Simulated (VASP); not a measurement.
# BN (Fmmm) in VASP: relaxation of cell and atoms with PBE

Aim: the relaxation of cell and atoms of BN with PBE.

All numbers are computed with VASP 6.6.1; they aren't measurements. Logs are shortened: lines on timing, memory, paths and dates and some standing lists are left out, and cuts for length are marked.

**1. The cell of the first run**

Symmetry: Fmmm, No. 69, orthorhombic system. Conventional cell: a = 2.728 Å, b = 5.462 Å, c = 5.816 Å, α = 90.00°, β = 90.00°, γ = 90.00°. B (site symmetry mmm) has 2 N at 1.36 Å within 1.8 Å. N (site symmetry mmm) has 2 B at 1.36 Å within 1.8 Å.

The cell was generated, and may not be a known phase.

**2. Relaxation of cell and atoms, PBE**

The input, INCAR:

```
  ALGO = Normal
  EDIFF = 1E-7
  EDIFFG = -0.04
  ENCUT = 1330
  GGA = PE
  GGA_COMPAT = False
  IBRION = 2
  ISIF = 3
  ISMEAR = 0
  LASPH = True
  LCHARG = False
  LREAL = False
  LWAVE = False
  NELM = 120
  NELMIN = 4
  NSW = 90
  PREC = Accurate
  SIGMA = 0.1
```

The input, KPOINTS:

```
k-points
0
Gamma
  8 8 8
```

The input, POSCAR:

```
BN
1.0
    0.0000000000      2.7311586800      2.9079228400
    1.3638167500      0.0000000000      2.9079228400
    1.3638167500      2.7311586800      0.0000000000
B N
1 1
Direct
    0.0000000000      0.0000000000      0.0000000000
    0.5000000000      0.5000000000      0.5000000000
```

Potentials or basis: VASP PAW PBE potentials, release 64 (B_h, N_h).

Launch:

```
$ cat potpaw_PBE.64/B_h/POTCAR potpaw_PBE.64/N_h/POTCAR > POTCAR
$ mpirun -np 1 vasp_std > vasp.out
```

OUTCAR:

```text
EDIFF = 1E-7
   EDIFFG = -0.04
   ENCUT = 1330
   GGA = PE
   IBRION = 2
   ISIF = 3
   ISMEAR = 0
   LASPH = True
   LREAL = False
   NELM = 120
   NELMIN = 4
   NSW = 90
   PREC = Accurate

 ion  position               nearest neighbor table
   1  0.000  0.000  0.000-   2 1.36   2 1.36
   2  0.500  0.500  0.500-   1 1.36   1 1.36

  LATTYP: Found a face centered orthorhombic cell.
 ALAT       =     2.7276335000
 B/A-ratio  =     2.0025847901
 C/A-ratio  =     2.1321946955

  Lattice vectors:

 A1 = (   0.0000000000,   2.7311586800,   2.9079228400)
 A2 = (   1.3638167500,   0.0000000000,   2.9079228400)
 A3 = (   1.3638167500,   2.7311586800,   0.0000000000)

Analysis of symmetry for initial positions (statically):
=====================================================================
 Subroutine PRICEL returns:
 Original cell was already a primitive cell.

 Routine SETGRP: Setting up the symmetry group for a
 face centered orthorhombic supercell.

 Subroutine GETGRP returns: Found  8 space group operations
 (whereof  8 operations were pure point group operations)
 out of a pool of  8 trial point group operations.

The static configuration has the point symmetry D_2h.

Analysis of symmetry for dynamics (positions and initial velocities):
=====================================================================
 Subroutine PRICEL returns:
 Original cell was already a primitive cell.

 Routine SETGRP: Setting up the symmetry group for a
 face centered orthorhombic supercell.

 Subroutine GETGRP returns: Found  8 space group operations
 (whereof  8 operations were pure point group operations)
 out of a pool of  8 trial point group operations.

The dynamic configuration has the point symmetry D_2h.

 Subroutine INISYM returns: Found  8 space group operations
 (whereof  8 operations are pure point group operations),
 and found     1 'primitive' translations

----------------------------------------------------------------------------------------

                                     Primitive cell

  volume of cell :      21.6629

  direct lattice vectors                    reciprocal lattice vectors
     0.000000000  2.731158680  2.907922840    -0.366618169  0.183072483  0.171944040
     1.363816750  0.000000000  2.907922840     0.366618169 -0.183072483  0.171944040
     1.363816750  2.731158680  0.000000000     0.366618169  0.183072483 -0.171944040

  length of vectors
     3.989391304  3.211854818  3.052740386     0.444397534  0.444397534  0.444397534

  position of ions in fractional coordinates (direct lattice)
     0.000000000  0.000000000  0.000000000
     0.500000000  0.500000000  0.500000000

  ion indices of the primitive-cell ions
   primitive index   ion index
                 1           1
                 2           2

----------------------------------------------------------------------------------------

 KPOINTS: k-points

Automatic generation of k-mesh.
 Grid dimensions read from file:
 generate k-points for:    8    8    8

 Generating k-lattice:

  Cartesian coordinates                     Fractional coordinates (reciprocal lattice)
    -0.045827271  0.022884060  0.021493005     0.125000000 -0.000000000  0.000000000
     0.045827271 -0.022884060  0.021493005    -0.000000000  0.125000000  0.000000000
     0.045827271  0.022884060 -0.021493005     0.000000000  0.000000000  0.125000000

  Length of vectors
     0.055549692  0.055549692  0.055549692

  Shift w.r.t. Gamma in fractional coordinates (k-lattice)
     0.000000000  0.000000000  0.000000000

 Subroutine IBZKPT returns following result:
 ===========================================

 Found     95 irreducible k-points:

 Following reciprocal coordinates:
            Coordinates               Weight
  0.000000  0.000000  0.000000      1.000000
  0.125000 -0.000000 -0.000000      8.000000
  0.250000 -0.000000 -0.000000      8.000000
  0.375000  0.000000  0.000000      8.000000
  0.500000 -0.000000 -0.000000      4.000000
  0.125000  0.125000  0.000000      2.000000
[... 16 lines left out ...]
  0.250000 -0.000000  0.125000      8.000000
  0.375000 -0.000000  0.125000      8.000000
 [... further k-points ...]
   k-points           NKPTS =     95   k-points in BZ     NKDIM =     95   number of bands    NBANDS=      8
   number of dos      NEDOS =    301   number of ions     NIONS =      2
   total plane-waves  NPLWV =  69120
   dimension x,y,z NGX =    48 NGY =   40 NGZ =   36
   dimension x,y,z NGXF=    96 NGYF=   80 NGZF=   72
   ions per type =               1   1
   NGX,Y,Z   is equivalent  to a cutoff of  20.00, 20.70, 19.60 a.u.
   NGXF,Y,Z  is equivalent  to a cutoff of  40.01, 41.41, 39.21 a.u.
 SYSTEM =  unknown system
   PREC   = accura    normal or accurate (medium, high low for compatibility)
   ISTART =      0    job   : 0-new  1-cont  2-samecut
   ICHARG =      2    charge: 1-file 2-atom 10-const
   ISPIN  =      1    spin polarized calculation?
   LNONCOLLINEAR =      F non collinear calculations
   LSORBIT =      F    spin-orbit coupling
   LASPH  =      T    aspherical Exc in radial PAW
   ENCUT  = 1330.0 eV  97.75 Ry    9.89 a.u.  11.86  9.55  9.08*2*pi/ulx,y,z
   NELM   =    120;   NELMIN=  4; NELMDL= -5     # of ELM steps
   EDIFF  = 0.1E-06   stopping-criterion for ELM
   LREAL  =      F    real-space projection
   EDIFFG = -.4E-01   stopping-criterion for IOM
   NSW    =     90    number of steps for IOM
   IBRION =      2    ionic relax: 0-MD 1-quasi-New 2-CG
   NFREE  =      1    steps in history (QN), initial steepest desc. (CG)
   ISIF   =      3    stress and relaxation
   ISYM   =      2    0-nonsym 1-usesym 2-fastsym
   POTIM  = 0.5000    time-step for ionic-motion
   TEBEG  =    0.0;   TEEND  =   0.0 temperature during run
   PSTRESS=    0.0 pullay stress
   NELECT =       8.0000    total number of electrons
   NUPDOWN=      -1.0000    fix difference up-down
   EMIN   =  10.00;   EMAX   =-10.00  energy-range for DOS
   EFERMI =   0.00;   METHOD = LEGACY
   ISMEAR =     0;   SIGMA  =   0.10  broadening in eV -4-tet -1-fermi 0-gaus
   EFERMI_NEDOS =   21; number of points for ismear=-14 and -15
   IALGO  =     38    algorithm
   IMIX   =      4    mixing-type and parameters
     AMIX     =   0.40;   BMIX     =  1.00
     AMIX_MAG =   1.60;   BMIX_MAG =  1.00
  volume/ion in A,a.u.               =      10.83        73.09
  Fermi-wavevector in a.u.,A,eV,Ry     =   1.174536  2.219551 18.769701  1.379534
  Thomas-Fermi vector in A             =   2.310931
   LORBIT       =      0    0 simple, 1 ext, 2 COOP (PROOUT), +10 PAW based schemes
   GGA     = PE    functional components
   LHFCALC =     F    Hartree Fock is set to
   AEXX    =    0.0000 exact exchange contribution
   IVDW    =     0    specifies the selected vdW correction
   LEPSILON=     F    determine dielectric tensor
   LRPA    =     F    only Hartree local field effects (RPA)
 conjugate gradient relaxation of ions
 non-spin polarized calculation
 Gauss-broadening in eV      SIGMA  =   0.10
  energy-cutoff  :     1330.00
  volume of cell :       21.66
 maximum number of plane-waves:      2411
   NGX = 23   NGY = 19   NGZ = 19

--------------------------------------- Ionic step        1  -------------------------------------------

 number of electron       8.0000000 magnetization

 Free energy of the ion-electron system (eV)
  ---------------------------------------------------
  ext. energy  EPLUGINS =         0.00000000
  ---------------------------------------------------
  free energy    TOTEN  =       -15.64170101 eV

  energy without entropy =      -15.64170101  energy(sigma->0) =      -15.64170101

------------------------ aborting loop because EDIFF is reached ----------------------------------------

  FORCE on cell =-STRESS in cart. coord.  units (eV):
  Direction    XX          YY          ZZ          XY          YZ          ZX
  --------------------------------------------------------------------------------------
  -------------------------------------------------------------------------------------
  Total       -7.0789482      1.3657655      0.8313433      0.0000000      0.0000000      0.0000000
  in kB     -523.5564194    101.0115146     61.4858477      0.0000000      0.0000000      0.0000000
  external PRESSURE =    -120.3530190 kB  Pullay stress =       0.0000000 kB
[... 628 lines left out ...]
 k-point    24 :       0.3750   -0.0000    0.1250
  band No.  band energies     occupation
      1     -14.6783      2.00000
      2      -7.1289      2.00000
      3      -2.0793      2.00000
      4      -1.1460      2.00000
      5       7.5807      0.00000
      6       8.2163      0.00000
      7       9.2670      0.00000
      8      14.7594      0.00000

 [... further k-points ...]

[... ionic steps 4 to 9 ...]

--------------------------------------- Ionic step       10  -------------------------------------------

 number of electron       8.0000000 magnetization

------------------------ aborting loop because EDIFF is reached ----------------------------------------

  FORCE on cell =-STRESS in cart. coord.  units (eV):
  Direction    XX          YY          ZZ          XY          YZ          ZX
  --------------------------------------------------------------------------------------
  -------------------------------------------------------------------------------------
  Total       -0.0897184     -0.0845716      0.0671996     -0.0000000      0.0000000      0.0000000
  in kB       -4.3493526     -4.0998476      3.2576926     -0.0000000      0.0000000      0.0000000
  external PRESSURE =      -1.7305025 kB  Pullay stress =       0.0000000 kB
[... 57 lines left out ...]
  energy  without entropy=      -15.9950716199  energy(sigma->0) =      -15.99507162

--------------------------------------- Ionic step       12  -------------------------------------------

 number of electron       8.0000000 magnetization

 Free energy of the ion-electron system (eV)
  ---------------------------------------------------
  ext. energy  EPLUGINS =         0.00000000
  ---------------------------------------------------
  free energy    TOTEN  =       -15.99558025 eV

  energy without entropy =      -15.99558025  energy(sigma->0) =      -15.99558025

 E-fermi :  -0.8276     XC(G=0):  -7.3234

 val. band max:       -1.2470479593   @ k =   0.5000  -0.0000  -0.0000
 cond. band min:       2.5415476727   @ k =   0.5000  -0.0000  -0.0000
 fundamental gap:      3.7885956320
 Fermi energy:        -0.8275670085

 k-point     1 :       0.0000    0.0000    0.0000
  band No.  band energies     occupation
      1     -16.4983      2.00000
      2      -7.9100      2.00000
      3      -4.0423      2.00000
      4      -3.9160      2.00000
      5       3.2199      0.00000
      6       9.5873      0.00000
      7      11.0151      0.00000
      8      11.2279      0.00000
[... 282 lines left out ...]
  FREE ENERGIE OF THE ION-ELECTRON SYSTEM (eV)
  ---------------------------------------------------
  free  energy   TOTEN  =       -15.9955802477 eV

  energy  without entropy=      -15.9955802477  energy(sigma->0) =      -15.99558025

 reached required accuracy - stopping structural energy minimisation
```

Wall time 3.6 min (1 thread of Intel Xeon 6975P-C (Granite Rapids), shared host); peak memory 0.29 GiB.

Results:

| Item | Value |
| --- | --- |
| Free energy | -15.9956 eV |
| Relaxed volume | 16.50 Å³/atom |
| Relaxed cell | a = 5.017 Å, b = 3.731 Å, c = 3.833 Å, α = 83.09°, β = 47.59°, γ = 49.32° |
| Space group after relaxing (to 0.1 Å) | Fmmm (No. 69) |
| Pressure after relaxing | 0.0 GPa |
| Band gap on the k mesh | 3.79 eV |

Stress tensor (GPa, compression positive):
```
 0.00  0.00  0.00
 0.00 -0.35  0.00
 0.00  0.00  0.30
```

Final structure:
```xyz
2
Lattice="0.0000 3.6011 3.4930 1.3117 0.0000 3.4930 1.3117 3.6011 0.0000" Properties=species:S:1:pos:R:3 pbc="T T T"
B     1.3117    3.6011    0.0000
N     1.3117    3.6011    3.4930
```

Levels at points of the mesh, in eV from the valence-band top:
| k point | band 2 | band 3 | band 4 | band 5 | band 6 | band 7 |
| --- | --- | --- | --- | --- | --- | --- |
| (0.00, 0.00, 0.00) | -6.66 | -2.80 | -2.67 | 4.47 | 10.83 | 12.26 |
| (0.50, 0.00, 0.00) | -8.12 | -0.06 | 0.00 | 3.79 | 4.04 | 10.87 |
| (0.50, 0.50, 0.00) | -6.69 | -4.07 | -2.65 | 7.25 | 8.80 | 12.41 |
| (0.50, 0.00, 0.50) | -6.68 | -4.00 | -2.56 | 7.18 | 8.62 | 12.40 |
| (0.00, 0.50, 0.50) | -6.70 | -3.81 | -3.69 | 7.52 | 9.59 | 10.98 |

Caveat: the volume moved by over 15 % at a fixed basis, so the end points are rough. A k mesh can miss the band edges.
